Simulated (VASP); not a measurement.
# Mn (P6_3/mmc) in VASP: notebook

Mn is run at these levels: PBE; tasks: single point.

Program: VASP 6.6.1. These are calculated values, not measurements. Logs are shortened: lines on timing, memory, paths and dates and some standing lists are left out, and cuts for length are marked.

**1. The cell of the first run**

It takes space group P6_3/mmc (No. 194, hexagonal). Conventional cell: a = 2.484 Å, b = 2.484 Å, c = 4.026 Å, α = 90.00°, β = 90.00°, γ = 120.00°. Within 3.3 Å of Mn (site symmetry -6m2) lie 12 Mn at 2.47 to 2.48 Å.

**2. Single point, PBE**

The input, INCAR:

```
SYSTEM = Mn
ALGO = Normal ; EDIFF = 1E-6
ENCUT = 520 ; GGA = PE
ISIF = 2 ; ISMEAR = -1
LASPH = .TRUE. ; LCHARG = .TRUE.
LELF = .TRUE. ; LREAL = .FALSE.
LVHAR = .TRUE. ; LWAVE = .FALSE.
NBANDS = 20 ; NELM = 100
PREC = Accurate ; SIGMA = 0.05
```

The input, KPOINTS:

```
k-points
0
G
  15 15 8
  0 0 0
```

The input, POSCAR:

```
Mn
1.0
    2.4836457705      0.0000000000      0.0000000000
   -1.2418228852      2.1509003313      0.0000000000
    0.0000000000      0.0000000000      4.0261950000
Mn
2
Direct
    0.6666666667      0.3333333333      0.7500000000
    0.3333333333      0.6666666667      0.2500000000
```

Potentials or basis: VASP PAW PBE potentials, release 64 (Mn_pv).

Started as:

```
cat potpaw_PBE.64/Mn_pv/POTCAR > POTCAR
mpirun -np 1 vasp_std > vasp.out
```

OUTCAR:

```text
SYSTEM = Mn
   EDIFF = 1E-6
   ENCUT = 520
   GGA = PE
   ISIF = 2
   ISMEAR = -1
   LASPH = .TRUE.
   LREAL = .FALSE.
   NELM = 100
   PREC = Accurate

 ion  position               nearest neighbor table
   1  0.667  0.333  0.750-   2 2.47   2 2.47   2 2.47   2 2.47   2 2.47   2 2.47
   2  0.333  0.667  0.250-   1 2.47   1 2.47   1 2.47   1 2.47   1 2.47   1 2.47

  LATTYP: Found a hexagonal cell.
 ALAT       =     2.4836457705
 C/A-ratio  =     1.6210826229

  Lattice vectors:

 A1 = (   2.4836457705,   0.0000000000,   0.0000000000)
 A2 = (  -1.2418228852,   2.1509003313,   0.0000000000)
 A3 = (   0.0000000000,   0.0000000000,   4.0261950000)

Analysis of symmetry for initial positions (statically):
=====================================================================
 Subroutine PRICEL returns:
 Original cell was already a primitive cell.

 Routine SETGRP: Setting up the symmetry group for a
 hexagonal supercell.

 Subroutine GETGRP returns: Found 24 space group operations
 (whereof 12 operations were pure point group operations)
 out of a pool of 24 trial point group operations.

The static configuration has the point symmetry D_3d.
 The point group associated with its full space group is D_6h.

Analysis of symmetry for dynamics (positions and initial velocities):
=====================================================================
 Subroutine PRICEL returns:
 Original cell was already a primitive cell.

 Routine SETGRP: Setting up the symmetry group for a
 hexagonal supercell.

 Subroutine GETGRP returns: Found 24 space group operations
 (whereof 12 operations were pure point group operations)
 out of a pool of 24 trial point group operations.

The dynamic configuration has the point symmetry D_3d.
 The point group associated with its full space group is D_6h.

 Subroutine INISYM returns: Found 24 space group operations
 (whereof 12 operations are pure point group operations),
 and found     1 'primitive' translations

----------------------------------------------------------------------------------------

                                     Primitive cell

  volume of cell :      21.5082

  direct lattice vectors                    reciprocal lattice vectors
     2.483645770  0.000000000  0.000000000     0.402633907  0.232460795  0.000000000
    -1.241822885  2.150900331  0.000000000     0.000000000  0.464921589  0.000000000
     0.000000000  0.000000000  4.026195000     0.000000000  0.000000000  0.248373464

  length of vectors
     2.483645770  2.483645771  4.026195000     0.464921589  0.464921589  0.248373464

  position of ions in fractional coordinates (direct lattice)
     0.666666667  0.333333333  0.750000000
     0.333333333  0.666666667  0.250000000

  ion indices of the primitive-cell ions
   primitive index   ion index
                 1           1
                 2           2

----------------------------------------------------------------------------------------

 KPOINTS: k-points

Automatic generation of k-mesh.
 Grid dimensions read from file:
 generate k-points for:   15   15    8

 Generating k-lattice:

  Cartesian coordinates                     Fractional coordinates (reciprocal lattice)
     0.026842260  0.015497386  0.000000000     0.066666667  0.000000000  0.000000000
     0.000000000  0.030994773  0.000000000     0.000000000  0.066666667  0.000000000
     0.000000000  0.000000000  0.031046683     0.000000000  0.000000000  0.125000000

  Length of vectors
     0.030994773  0.030994773  0.031046683

  Shift w.r.t. Gamma in fractional coordinates (k-lattice)
     0.000000000  0.000000000  0.000000000

 Subroutine IBZKPT returns following result:
 ===========================================

 Found    135 irreducible k-points:

 Following reciprocal coordinates:
            Coordinates               Weight
  0.000000  0.000000  0.000000      1.000000
  0.066667  0.000000  0.000000      6.000000
  0.133333  0.000000  0.000000      6.000000
  0.200000  0.000000  0.000000      6.000000
  0.266667  0.000000  0.000000      6.000000
  0.333333  0.000000  0.000000      6.000000
[... 16 lines left out ...]
  0.333333  0.200000  0.000000     12.000000
  0.400000  0.200000  0.000000      6.000000
 [... further k-points ...]
   k-points           NKPTS =    135   k-points in BZ     NKDIM =    135   number of bands    NBANDS=     20
   number of dos      NEDOS =    301   number of ions     NIONS =      2
   total plane-waves  NPLWV =   9720
   dimension x,y,z NGX =    18 NGY =   18 NGZ =   30
   dimension x,y,z NGXF=    36 NGYF=   36 NGZF=   60
   ions per type =               2
   NGX,Y,Z   is equivalent  to a cutoff of  12.05, 12.05, 12.39 a.u.
   NGXF,Y,Z  is equivalent  to a cutoff of  24.10, 24.10, 24.77 a.u.
 SYSTEM =  Mn
   PREC   = accura    normal or accurate (medium, high low for compatibility)
   ISTART =      0    job   : 0-new  1-cont  2-samecut
   ICHARG =      2    charge: 1-file 2-atom 10-const
   ISPIN  =      1    spin polarized calculation?
   LNONCOLLINEAR =      F non collinear calculations
   LSORBIT =      F    spin-orbit coupling
   LASPH  =      T    aspherical Exc in radial PAW
   ENCUT  =  520.0 eV  38.22 Ry    6.18 a.u.   4.62  4.62  7.49*2*pi/ulx,y,z
   NELM   =    100;   NELMIN=  2; NELMDL= -5     # of ELM steps
   EDIFF  = 0.1E-05   stopping-criterion for ELM
   LREAL  =      F    real-space projection
   EDIFFG = 0.1E-04   stopping-criterion for IOM
   NSW    =      0    number of steps for IOM
   IBRION =     -1    ionic relax: 0-MD 1-quasi-New 2-CG
   NFREE  =      0    steps in history (QN), initial steepest desc. (CG)
   ISIF   =      2    stress and relaxation
   ISYM   =      2    0-nonsym 1-usesym 2-fastsym
   POTIM  = 0.5000    time-step for ionic-motion
   TEBEG  =    0.0;   TEEND  =   0.0 temperature during run
   PSTRESS=    0.0 pullay stress
   NELECT =      26.0000    total number of electrons
   NUPDOWN=      -1.0000    fix difference up-down
   EMIN   =  10.00;   EMAX   =-10.00  energy-range for DOS
[... 5 lines left out ...]
     AMIX     =   0.40;   BMIX     =  1.00
     AMIX_MAG =   1.60;   BMIX_MAG =  1.00
  volume/ion in A,a.u.               =      10.75        72.57
  Fermi-wavevector in a.u.,A,eV,Ry     =   1.743938  3.295565 41.379665  3.041320
  Thomas-Fermi vector in A             =   2.815914
   LORBIT       =      0    0 simple, 1 ext, 2 COOP (PROOUT), +10 PAW based schemes
   GGA     = PE    functional components
   LHFCALC =     F    Hartree Fock is set to
   AEXX    =    0.0000 exact exchange contribution
   IVDW    =     0    specifies the selected vdW correction
   LEPSILON=     F    determine dielectric tensor
   LRPA    =     F    only Hartree local field effects (RPA)
 non-spin polarized calculation
  energy-cutoff  :      520.00
  volume of cell :       21.51
 maximum number of plane-waves:       590
   NGX =  9   NGY =  9   NGZ = 15

 number of electron      26.0000029 magnetization

 Free energy of the ion-electron system (eV)
  ---------------------------------------------------
  ext. energy  EPLUGINS =         0.00000000
  ---------------------------------------------------
  free energy    TOTEN  =       -17.89945055 eV

  energy without entropy =      -17.87647414  energy(sigma->0) =      -17.88796234

 E-fermi :  10.3417     XC(G=0): -14.0157

 val. band max:       10.3405109999   @ k =   0.2000   0.0000   0.2500
 cond. band min:      10.3451812781   @ k =   0.1333   0.1333   0.3750
 fundamental gap:      0.0046702781
 Fermi energy:        10.3416647679

 k-point     1 :       0.0000    0.0000    0.0000
  band No.  band energies     occupation
      1     -37.9198      2.00000
      2     -37.2598      2.00000
      3     -37.2598      2.00000
      4     -37.1565      2.00000
      5     -37.1565      2.00000
      6     -37.1505      2.00000
[... 12 lines left out ...]
     19      19.6058      0.00000
     20      31.1176      0.00000

 k-point     2 :       0.0667    0.0000    0.0000
  band No.  band energies     occupation
      1     -37.9088      2.00000
      2     -37.2842      2.00000
      3     -37.2676      2.00000
      4     -37.1819      2.00000
      5     -37.1601      2.00000
      6     -37.1546      2.00000
[... 12 lines left out ...]
     19      19.6060      0.00000
     20      30.8191      0.00000

 k-point     3 :       0.1333    0.0000    0.0000
  band No.  band energies     occupation
      1     -37.8766      2.00000
      2     -37.3533      2.00000
      3     -37.2893      2.00000
      4     -37.2528      2.00000
      5     -37.1708      2.00000
      6     -37.1671      2.00000
[... 12 lines left out ...]
     19      19.6133      0.00000
     20      29.3335      0.00000

 k-point     4 :       0.2000    0.0000    0.0000
  band No.  band energies     occupation
      1     -37.8266      2.00000
      2     -37.4559      2.00000
      3     -37.3549      2.00000
      4     -37.3204      2.00000
      5     -37.1882      2.00000
      6     -37.1873      2.00000
[... 12 lines left out ...]
     19      19.6423      0.00000
     20      26.8686      0.00000

 k-point     5 :       0.2667    0.0000    0.0000
  band No.  band energies     occupation
      1     -37.7635      2.00000
      2     -37.5745      2.00000
      3     -37.4690      2.00000
      4     -37.3550      2.00000
      5     -37.2179      2.00000
      6     -37.2070      2.00000
[... 12 lines left out ...]
     19      19.6735      0.00000
     20      24.3400      0.00000
[... 353 lines left out ...]
      6     -37.2654      2.00000
[... 12 lines left out ...]
     19      20.0894      0.00000
     20      23.1164      0.00000

 k-point    22 :       0.2667    0.2000    0.0000
  band No.  band energies     occupation
      1     -37.7032      2.00000
      2     -37.6439      2.00000
      3     -37.6115      2.00000
      4     -37.4579      2.00000
      5     -37.3418      2.00000
      6     -37.3066      2.00000
[... 12 lines left out ...]
     19      20.7253      0.00000
     20      21.6813      0.00000

 k-point    23 :       0.3333    0.2000    0.0000
  band No.  band energies     occupation
      1     -37.7531      2.00000
      2     -37.6505      2.00000
      3     -37.5531      2.00000
      4     -37.5098      2.00000
      5     -37.3693      2.00000
      6     -37.3490      2.00000
[... 12 lines left out ...]
     19      21.4989      0.00000
     20      22.2778      0.00000

 k-point    24 :       0.4000    0.2000    0.0000
  band No.  band energies     occupation
      1     -37.7705      2.00000
      2     -37.6483      2.00000
      3     -37.5331      2.00000
      4     -37.5249      2.00000
      5     -37.3788      2.00000
      6     -37.3715      2.00000
[... 12 lines left out ...]
     19      21.4213      0.00000
     20      23.2756      0.00000

 [... further k-points ...]
[... 5 lines left out ...]
  --------------------------------------------------------------------------------------
  -------------------------------------------------------------------------------------
  Total       -0.1599748     -0.1599748     -0.1973929     -0.0000000      0.0000000      0.0000000
  in kB      -11.9167356    -11.9167356    -14.7040650     -0.0000000      0.0000000      0.0000000
  external PRESSURE =     -12.8458454 kB  Pullay stress =       0.0000000 kB

 VOLUME and BASIS-vectors are now :
 -----------------------------------------------------------------------------
  energy-cutoff  :      520.00
  volume of cell :       21.51
      direct lattice vectors                 reciprocal lattice vectors
     2.483645770  0.000000000  0.000000000     0.402633907  0.232460795  0.000000000
    -1.241822885  2.150900331  0.000000000     0.000000000  0.464921589  0.000000000
     0.000000000  0.000000000  4.026195000     0.000000000  0.000000000  0.248373464

 POSITION                                       TOTAL-FORCE (eV/Angst)
 -----------------------------------------------------------------------------------
      1.24182      0.71697      3.01965         0.000000     -0.000000      0.000000
     -0.00000      1.43393      1.00655        -0.000000      0.000000      0.000000
 -----------------------------------------------------------------------------------
    total drift:                               -0.000000      0.000000     -0.000000

  FREE ENERGIE OF THE ION-ELECTRON SYSTEM (eV)
  ---------------------------------------------------
  free  energy   TOTEN  =       -17.8994505477 eV

  energy  without entropy=      -17.8764741360  energy(sigma->0) =      -17.88796234
```

Wall time 42 s (1 thread of Intel Xeon Platinum 8375C at 2.90GHz (Ice Lake), shared host); peak memory 0.16 GiB.

Results:

```
Free energy            : -17.8995 eV
Pressure               : -1.3 GPa
Band gap on the k mesh : zero (band 13 reaches 11.23 eV, above the bottom of band 14 at 9.33 eV)
```

Caveat: the run has no spin polarisation, though such a crystal can be magnetic.

**3. Single point, PBE, collinear spin, antiferromagnetic start**

The input, INCAR:

```
PREC = Accurate
ENCUT = 520
EDIFF = 1E-6
ISMEAR = -1
SIGMA = 0.05
LREAL = False
LASPH = True
NELM = 150
ALGO = Normal
ISIF = 2
LWAVE = False
LCHARG = False
ISPIN = 2
MAGMOM = 4 -4
LORBIT = 11
LMAXMIX = 4
GGA = PE
NBANDS = 24
```

The input, KPOINTS:

```
Automatic mesh
0
Gamma
  15 15 8
```

POSCAR is that of step 2.

Potentials or basis: VASP PAW PBE potentials, release 64 (Mn_pv).

Started as:

```
cat potpaw_PBE.64/Mn_pv/POTCAR > POTCAR
mpirun -np 1 vasp_std > vasp.out
```

It took 3.2 min on 1 thread of Intel Xeon Platinum 8375C at 2.90GHz (Ice Lake), shared host; peak memory 0.2 GiB.

Results (log left out):

```
Free energy                                           : -17.9013 eV
Pressure                                              : -0.2 GPa
Band gap on the k mesh                                : zero (filled and empty bands overlap)
Net moment                                            : 0.00 μB per cell
Site moments                                          : Mn +0.47, -0.47 μB
Valence electrons inside the program's atomic spheres : Mn 11.98
```

Levels at points of the mesh, in eV from the Fermi level:
Spin up:
```
           k point  band 10  band 11  band 12  band 13  band 14  band 15  band 16  band 17
(0.00, 0.00, 0.00)    -0.99    -0.95    -0.40    -0.40     0.02     0.02     0.72     1.68
(0.00, 0.00, 0.50)    -1.38    -1.12    -1.12    -0.92    -0.92     0.99     0.99     1.44
```
Spin down:
| k point | band 11 | band 12 | band 13 | band 14 | band 15 | band 16 |
| --- | --- | --- | --- | --- | --- | --- |
| (0.00, 0.00, 0.00) | -0.95 | -0.40 | -0.40 | 0.02 | 0.02 | 0.72 |
| (0.00, 0.00, 0.50) | -1.12 | -1.12 | -0.92 | -0.92 | 0.99 | 0.99 |

Caveat: the moment fell far below its start of 4 μB, so a state of higher moment may lie lower in energy.

**4. Single point, PBE, collinear spin, antiferromagnetic start**

The input, INCAR:

```
SYSTEM = Mn
PREC = Accurate
ENCUT = 520
EDIFF = 1E-6
ISMEAR = -1
SIGMA = 0.05
LREAL = .False.
LASPH = .True.
NELM = 150
ALGO = Normal
ISIF = 2
LWAVE = .False.
LCHARG = .False.
ISPIN = 2
MAGMOM = 4 -4
LORBIT = 11
LMAXMIX = 4
GGA = PE
NBANDS = 24
```

The input, KPOINTS:

```
Automatic mesh
0
Gamma
  15 15 8
  0 0 0
```

POSCAR is that of step 3.

Started as:

```
cat potpaw_PBE.64/Mn_pv/POTCAR > POTCAR
mpirun -np 1 vasp_std > vasp.out
```

Run time: 3.7 min. Hardware: 1 thread of Intel Xeon Platinum 8375C at 2.90GHz (Ice Lake), shared host; peak memory 0.2 GiB.

Results (log left out):

| Item | Value |
| --- | --- |
| Free energy | -17.9013 eV |
| Pressure | -0.2 GPa |
| Band gap on the k mesh | zero (filled and empty bands overlap) |
| Net moment | 0.00 μB per cell |
| Site moments | Mn +0.47, -0.47 μB |
| Valence electrons inside the program's atomic spheres | Mn 11.98 |

Levels at points of the mesh, in eV from the Fermi level:
Spin up:
| k point | band 10 | band 11 | band 12 | band 13 | band 14 | band 15 | band 16 | band 17 |
| --- | --- | --- | --- | --- | --- | --- | --- | --- |
| (0.00, 0.00, 0.00) | -0.99 | -0.95 | -0.40 | -0.40 | 0.02 | 0.02 | 0.72 | 1.68 |
| (0.00, 0.00, 0.50) | -1.38 | -1.12 | -1.12 | -0.92 | -0.92 | 0.99 | 0.99 | 1.44 |
Spin down:
```csv
k point,band 11,band 12,band 13,band 14,band 15,band 16
"(0.00, 0.00, 0.00)",-0.95,-0.40,-0.40,0.02,0.02,0.72
"(0.00, 0.00, 0.50)",-1.12,-1.12,-0.92,-0.92,0.99,0.99
```

Caveat: the moment fell far below its start of 4 μB, so a state of higher moment may lie lower in energy.
